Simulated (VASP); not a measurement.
Input of a VASP 6.6.1 run:

File POSCAR:

```
SrO
1.0
    0.0000000000      2.5798923271      2.5798923271
    2.5798923271      0.0000000000      2.5798923271
    2.5798923271      2.5798923271      0.0000000000
Sr O
1 1
Direct
    0.0000000000      0.0000000000      0.0000000000
    0.5000000000      0.5000000000      0.5000000000
```

File INCAR.step1:

```
SYSTEM = SrO
PREC     = Accurate       ! precision mode
ENCUT    = 520            ! plane-wave cutoff, eV
EDIFF    = 1E-5           ! SCF threshold, eV
ISMEAR   = 0              ! smearing method
SIGMA    = 0.01           ! smearing width, eV
LREAL    = .FALSE.        ! projectors in reciprocal space
LASPH    = .TRUE.         ! aspherical terms in the spheres
NELM     = 80             ! most SCF steps
ALGO     = Normal         ! electronic algorithm
ISIF     = 2              ! what is computed and relaxed
LWAVE    = .TRUE.         ! write WAVECAR
GGA      = PE             ! functional
NBANDS   = 15             ! bands
```

The input INCAR.step2:

```
SYSTEM = SrO
PREC     = Accurate       ! precision mode
ENCUT    = 520            ! plane-wave cutoff, eV
EDIFF    = 1E-7           ! SCF threshold, eV
ISMEAR   = 0              ! smearing method
SIGMA    = 0.01           ! smearing width, eV
LREAL    = .FALSE.        ! projectors in reciprocal space
LASPH    = .TRUE.         ! aspherical terms in the spheres
NELM     = 80             ! most SCF steps
ALGO     = Normal         ! electronic algorithm
ISIF     = 2              ! what is computed and relaxed
LWAVE    = .FALSE.        ! write WAVECAR
LCHARG   = .TRUE.         ! write CHGCAR
GGA      = PE             ! functional
LHFCALC  = .TRUE.         ! exact exchange
HFSCREEN = 0.2079         ! screening, 1/A
PRECFOCK = Normal       
LELF     = .TRUE.         ! ELF
LVHAR    = .TRUE.       
ISTART   = 1            
NBANDS   = 15             ! bands
```

KPOINTS

```
Automatic mesh
0
G
  4 4 4
  0 0 0
```

Potentials or basis: VASP PAW PBE potentials, release 64 (Sr_sv, O).

Command:

```bash
$ cat potpaw_PBE.64/Sr_sv/POTCAR potpaw_PBE.64/O/POTCAR > POTCAR
$ cp INCAR.step1 INCAR
$ mpirun -np 1 vasp_std > vasp.out
$ cp INCAR.step2 INCAR
$ mpirun -np 1 vasp_std > vasp.out
```

(1) Predict the band gap on the k mesh.

(2) Predict the pressure.

## Answers

(1) 4.74 eV (least direct gap 4.85 eV).

(2) 0.2 GPa.

Caveat: the k points lie up to 0.53 Å⁻¹ apart; the PAW data sets were made with another functional, which shifts forces and pressure a little.
